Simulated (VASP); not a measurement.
# Pt (R-3m) in VASP: single point with r2SCAN

Aim: the single point of Pt with r2SCAN.

All numbers are computed with VASP 6.6.1; they aren't measurements. Logs are shortened: lines on timing, memory, paths and dates and some standing lists are left out, and cuts for length are marked.

## Step 1: The cell of the first run

The structure is trigonal, space group R-3m (No. 166). Conventional cell: a = 3.754 Å, b = 3.754 Å, c = 3.908 Å, α = 90.00°, β = 90.00°, γ = 120.00°. Within 3.3 Å of Pt (site symmetry -3m) lie 6 Pt at 2.53 Å.

## Step 2: Single point, r2SCAN

File POSCAR:

```
Pt
1.0
   -1.0176671736      1.6371167575      1.6371167575
    1.6371167575     -1.0176671736      1.6371167575
    1.6371167575      1.6371167575     -1.0176671736
Pt
1
Direct
    0.0000000000      0.0000000000      0.0000000000
```

File INCAR.step1:

```
PREC = Accurate
ENCUT = 520
ISMEAR = 0
SIGMA = 0.15
LREAL = F
LASPH = T
NELM = 100
NBANDS = 11
GGA = PE
ALGO = Normal
EDIFF = 1E-4
LWAVE = T
LCHARG = F
```

File INCAR.step2:

```
PREC = Accurate
ENCUT = 520
EDIFF = 1E-6
ISMEAR = 0
SIGMA = 0.15
LREAL = F
LASPH = T
NELM = 100
ALGO = Normal
ISIF = 2
LWAVE = F
LCHARG = F
METAGGA = R2SCAN
LMIXTAU = T
NBANDS = 11
ISTART = 1
```

File KPOINTS:

```
regular mesh
0
Gamma
  24 24 24
```

Potentials or basis: VASP PAW PBE potentials, release 64 (Pt).

On the command line:

```console
$ cat potpaw_PBE.64/Pt/POTCAR > POTCAR
$ cp INCAR.step1 INCAR
$ mpirun -np 1 vasp_std > vasp.out
$ cp INCAR.step2 INCAR
$ mpirun -np 1 vasp_std > vasp.out
```

OUTCAR:

```text
PREC = Accurate
   ENCUT = 520
   EDIFF = 1E-6
   ISMEAR = 0
   LREAL = F
   LASPH = T
   NELM = 100
   ISIF = 2
   METAGGA = R2SCAN
   ISTART = 1

 ion  position               nearest neighbor table
   1  0.000  0.000  0.000-

  LATTYP: Found a trigonal (rhomboedric) cell.
 ALAT       =     2.5290213585
 COS(alpha) =    -0.1019283747

  Lattice vectors:

 A1 = (  -1.0176671736,   1.6371167575,   1.6371167575)
 A2 = (   1.6371167575,  -1.0176671736,   1.6371167575)
 A3 = (   1.6371167575,   1.6371167575,  -1.0176671736)

Analysis of symmetry for initial positions (statically):
=====================================================================
 Subroutine PRICEL returns:
 Original cell was already a primitive cell.

 Routine SETGRP: Setting up the symmetry group for a
 trigonal (rhombohedral) supercell.

 Subroutine GETGRP returns: Found 12 space group operations
 (whereof 12 operations were pure point group operations)
 out of a pool of 12 trial point group operations.

The static configuration has the point symmetry D_3d.

Analysis of symmetry for dynamics (positions and initial velocities):
=====================================================================
 Subroutine PRICEL returns:
 Original cell was already a primitive cell.

 Routine SETGRP: Setting up the symmetry group for a
 trigonal (rhombohedral) supercell.

 Subroutine GETGRP returns: Found 12 space group operations
 (whereof 12 operations were pure point group operations)
 out of a pool of 12 trial point group operations.

The dynamic configuration has the point symmetry D_3d.

 Subroutine INISYM returns: Found 12 space group operations
 (whereof 12 operations are pure point group operations),
 and found     1 'primitive' translations

----------------------------------------------------------------------------------------

                                     Primitive cell

  volume of cell :      15.9040

  direct lattice vectors                    reciprocal lattice vectors
    -1.017667174  1.637116758  1.637116758    -0.103401938  0.273276551  0.273276551
     1.637116758 -1.017667174  1.637116758     0.273276551 -0.103401938  0.273276551
     1.637116758  1.637116758 -1.017667174     0.273276551  0.273276551 -0.103401938

  length of vectors
     2.529021358  2.529021358  2.529021358     0.400065129  0.400065129  0.400065129

  position of ions in fractional coordinates (direct lattice)
     0.000000000  0.000000000  0.000000000

  ion indices of the primitive-cell ions
   primitive index   ion index
                 1           1

----------------------------------------------------------------------------------------

 KPOINTS: regular mesh

Automatic generation of k-mesh.
 Grid dimensions read from file:
 generate k-points for:   24   24   24

 Generating k-lattice:

  Cartesian coordinates                     Fractional coordinates (reciprocal lattice)
    -0.004308414  0.011386523  0.011386523     0.041666667  0.000000000  0.000000000
     0.011386523 -0.004308414  0.011386523     0.000000000  0.041666667  0.000000000
     0.011386523  0.011386523 -0.004308414     0.000000000  0.000000000  0.041666667

  Length of vectors
     0.016669380  0.016669380  0.016669380

  Shift w.r.t. Gamma in fractional coordinates (k-lattice)
     0.000000000  0.000000000  0.000000000

 Subroutine IBZKPT returns following result:
 ===========================================

 Found   1313 irreducible k-points:

 Following reciprocal coordinates:
            Coordinates               Weight
  0.000000  0.000000  0.000000      1.000000
  0.041667 -0.000000 -0.000000      6.000000
  0.083333 -0.000000 -0.000000      6.000000
  0.125000 -0.000000 -0.000000      6.000000
  0.166667 -0.000000 -0.000000      6.000000
  0.208333 -0.000000 -0.000000      6.000000
[... 16 lines left out ...]
  0.416667  0.041667 -0.000000     12.000000
  0.458333  0.041667 -0.000000     12.000000
 [... further k-points ...]
   k-points           NKPTS =   1313   k-points in BZ     NKDIM =   1313   number of bands    NBANDS=     11
   number of dos      NEDOS =    301   number of ions     NIONS =      1
   total plane-waves  NPLWV =   8000
   dimension x,y,z NGX =    20 NGY =   20 NGZ =   20
   dimension x,y,z NGXF=    40 NGYF=   40 NGZF=   40
   ions per type =               1
   NGX,Y,Z   is equivalent  to a cutoff of  13.15, 13.15, 13.15 a.u.
   NGXF,Y,Z  is equivalent  to a cutoff of  26.29, 26.29, 26.29 a.u.
 SYSTEM =  unknown system
   PREC   = accura    normal or accurate (medium, high low for compatibility)
   ISTART =      1    job   : 0-new  1-cont  2-samecut
   ICHARG =      0    charge: 1-file 2-atom 10-const
   ISPIN  =      1    spin polarized calculation?
   LNONCOLLINEAR =      F non collinear calculations
   LSORBIT =      F    spin-orbit coupling
   LASPH  =      T    aspherical Exc in radial PAW
   ENCUT  =  520.0 eV  38.22 Ry    6.18 a.u.   4.70  4.70  4.70*2*pi/ulx,y,z
   NELM   =    100;   NELMIN=  2; NELMDL=  0     # of ELM steps
   EDIFF  = 0.1E-05   stopping-criterion for ELM
   LREAL  =      F    real-space projection
   EDIFFG = 0.1E-04   stopping-criterion for IOM
   NSW    =      0    number of steps for IOM
   IBRION =     -1    ionic relax: 0-MD 1-quasi-New 2-CG
   NFREE  =      0    steps in history (QN), initial steepest desc. (CG)
   ISIF   =      2    stress and relaxation
   ISYM   =      2    0-nonsym 1-usesym 2-fastsym
   POTIM  = 0.5000    time-step for ionic-motion
   TEBEG  =    0.0;   TEEND  =   0.0 temperature during run
   PSTRESS=    0.0 pullay stress
   NELECT =      10.0000    total number of electrons
   NUPDOWN=      -1.0000    fix difference up-down
   EMIN   =  10.00;   EMAX   =-10.00  energy-range for DOS
   EFERMI =   0.00;   METHOD = LEGACY
   ISMEAR =     0;   SIGMA  =   0.15  broadening in eV -4-tet -1-fermi 0-gaus
   EFERMI_NEDOS =   21; number of points for ismear=-14 and -15
   IALGO  =     38    algorithm
   IMIX   =      4    mixing-type and parameters
     AMIX     =   0.40;   BMIX     =  1.00
     AMIX_MAG =   1.60;   BMIX_MAG =  1.00
  volume/ion in A,a.u.               =      15.90       107.33
  Fermi-wavevector in a.u.,A,eV,Ry     =   1.402510  2.650360 26.763132  1.967035
  Thomas-Fermi vector in A             =   2.525265
   LORBIT       =      0    0 simple, 1 ext, 2 COOP (PROOUT), +10 PAW based schemes
   METAGGA = R2SCAN    functional components
   LHFCALC =     F    Hartree Fock is set to
   AEXX    =    0.0000 exact exchange contribution
   IVDW    =     0    specifies the selected vdW correction
   LEPSILON=     F    determine dielectric tensor
   LRPA    =     F    only Hartree local field effects (RPA)
 non-spin polarized calculation
 Gauss-broadening in eV      SIGMA  =   0.15
  energy-cutoff  :      520.00
  volume of cell :       15.90
 maximum number of plane-waves:       438
   NGX =  9   NGY =  9   NGZ =  9

 number of electron      10.0000001 magnetization

 Free energy of the ion-electron system (eV)
  ---------------------------------------------------
  ext. energy  EPLUGINS =         0.00000000
  ---------------------------------------------------
  free energy    TOTEN  =       -50.93936899 eV

  energy without entropy =      -50.92618227  energy(sigma->0) =      -50.93277563

 E-fermi :  10.0339     XC(G=0): -14.0126

 val. band max:       10.0322623800   @ k =   0.2917   0.1250  -0.0000
 cond. band min:      10.0342868229   @ k =   0.2500   0.1250   0.0417
 fundamental gap:      0.0020244429
 Fermi energy:        10.0339184796

 k-point     1 :       0.0000    0.0000    0.0000
  band No.  band energies     occupation
      1       0.3098      2.00000
      2       3.3742      2.00000
      3       3.3742      2.00000
      4      10.0638      0.77842
      5      10.3739      0.00135
      6      10.3739      0.00135
      7      26.2262      0.00000
      8      26.2262      0.00000
      9      28.3666      0.00000
     10      34.3967      0.00000
     11      36.2509      0.00000

 k-point     2 :       0.0417   -0.0000   -0.0000
  band No.  band energies     occupation
      1       0.3686      2.00000
      2       3.3841      2.00000
      3       3.4257      2.00000
      4      10.0297      1.03168
      5      10.3236      0.00632
      6      10.3586      0.00221
      7      26.0948      0.00000
      8      26.3147      0.00000
      9      28.2056      0.00000
     10      34.6952      0.00000
     11      35.7321      0.00000

 k-point     3 :       0.0833   -0.0000   -0.0000
  band No.  band energies     occupation
      1       0.5394      2.00000
      2       3.4128      2.00000
      3       3.5825      2.00000
      4       9.9119      1.75014
      5      10.1791      0.17102
      6      10.3359      0.00441
      7      25.5136      0.00000
      8      26.5717      0.00000
      9      28.1233      0.00000
     10      34.7838      0.00000
     11      35.2319      0.00000

 k-point     4 :       0.1250   -0.0000   -0.0000
  band No.  band energies     occupation
      1       0.8051      2.00000
      2       3.4584      2.00000
      3       3.8506      2.00000
      4       9.7043      1.99812
      5       9.9586      1.52230
      6      10.3323      0.00490
      7      24.4524      0.00000
      8      26.9723      0.00000
      9      28.4491      0.00000
     10      33.7154      0.00000
     11      35.5480      0.00000

 k-point     5 :       0.1667   -0.0000   -0.0000
  band No.  band energies     occupation
      1       1.1390      2.00000
      2       3.5174      2.00000
      3       4.2384      2.00000
      4       9.4361      2.00000
      5       9.6869      1.99893
      6      10.3466      0.00320
      7      23.1795      0.00000
      8      27.4784      0.00000
      9      29.0539      0.00000
     10      32.6512      0.00000
     11      35.6395      0.00000
[... 211 lines left out ...]
 k-point    21 :       0.3333    0.0417    0.0000
  band No.  band energies     occupation
      1       2.6069      2.00000
      2       3.8181      2.00000
      3       6.9688      2.00000
      4       8.3960      2.00000
      5       8.6567      2.00000
      6      10.4161      0.00031
      7      18.1433      0.00000
      8      28.0754      0.00000
      9      30.5218      0.00000
     10      31.3417      0.00000
     11      35.9289      0.00000

 k-point    22 :       0.3750    0.0417   -0.0000
  band No.  band energies     occupation
      1       2.8441      2.00000
      2       3.8710      2.00000
      3       7.7063      2.00000
      4       8.2005      2.00000
      5       8.5697      2.00000
      6      10.4440      0.00011
      7      17.1855      0.00000
      8      27.7913      0.00000
      9      30.5330      0.00000
     10      31.7737      0.00000
     11      35.8073      0.00000

 k-point    23 :       0.4167    0.0417   -0.0000
  band No.  band energies     occupation
      1       3.0194      2.00000
      2       3.9120      2.00000
      3       7.9476      2.00000
      4       8.0991      2.00000
      5       8.9018      2.00000
      6      10.4658      0.00005
      7      16.4018      0.00000
      8      27.5343      0.00000
      9      30.4370      0.00000
     10      32.1455      0.00000
     11      35.8161      0.00000

 k-point    24 :       0.4583    0.0417   -0.0000
  band No.  band energies     occupation
      1       3.1280      2.00000
      2       3.9395      2.00000
      3       7.8182      2.00000
      4       8.0787      2.00000
      5       9.4186      2.00000
      6      10.4804      0.00003
      7      15.8671      0.00000
      8      27.3838      0.00000
      9      30.3471      0.00000
     10      32.3812      0.00000
     11      35.9006      0.00000

 [... further k-points ...]

------------------------ aborting loop because EDIFF is reached ----------------------------------------

  FORCE on cell =-STRESS in cart. coord.  units (eV):
  Direction    XX          YY          ZZ          XY          YZ          ZX
  --------------------------------------------------------------------------------------
  -------------------------------------------------------------------------------------
  Total        2.6259193      2.6259193      2.6259193     -0.0737719     -0.0737719     -0.0737719
  in kB      264.5364344    264.5364344    264.5364344     -7.4318171     -7.4318171     -7.4318171
  external PRESSURE =     264.5364344 kB  Pullay stress =       0.0000000 kB

 VOLUME and BASIS-vectors are now :
 -----------------------------------------------------------------------------
  energy-cutoff  :      520.00
  volume of cell :       15.90
      direct lattice vectors                 reciprocal lattice vectors
    -1.017667174  1.637116758  1.637116758    -0.103401938  0.273276551  0.273276551
     1.637116758 -1.017667174  1.637116758     0.273276551 -0.103401938  0.273276551
     1.637116758  1.637116758 -1.017667174     0.273276551  0.273276551 -0.103401938

 POSITION                                       TOTAL-FORCE (eV/Angst)
 -----------------------------------------------------------------------------------
      0.00000      0.00000      0.00000         0.000000      0.000000      0.000000
 -----------------------------------------------------------------------------------
    total drift:                                0.000000     -0.000000     -0.000000

  FREE ENERGIE OF THE ION-ELECTRON SYSTEM (eV)
  ---------------------------------------------------
  free  energy   TOTEN  =       -50.9393689926 eV

  energy  without entropy=      -50.9261822666  energy(sigma->0) =      -50.93277563
```

Wall time 7.8 min (1 thread of Intel Xeon Platinum 8375C at 2.90GHz (Ice Lake), shared host); peak memory 0.33 GiB.

What came out:

```yaml
Free_energy: -50.9394 eV
Pressure: 26.5 GPa
Band_gap_on_the_k_mesh: zero (band 5 reaches 12.63 eV, above the bottom of band 6 at 8.97 eV)
```

Stress tensor (GPa, compression positive):
```
26.45 -0.74 -0.74
-0.74 26.45 -0.74
-0.74 -0.74 26.45
```

Caveat: the PAW data sets were made with another functional, which shifts forces and pressure a little; spin-orbit coupling is left out, which moves the levels of the heavy elements.
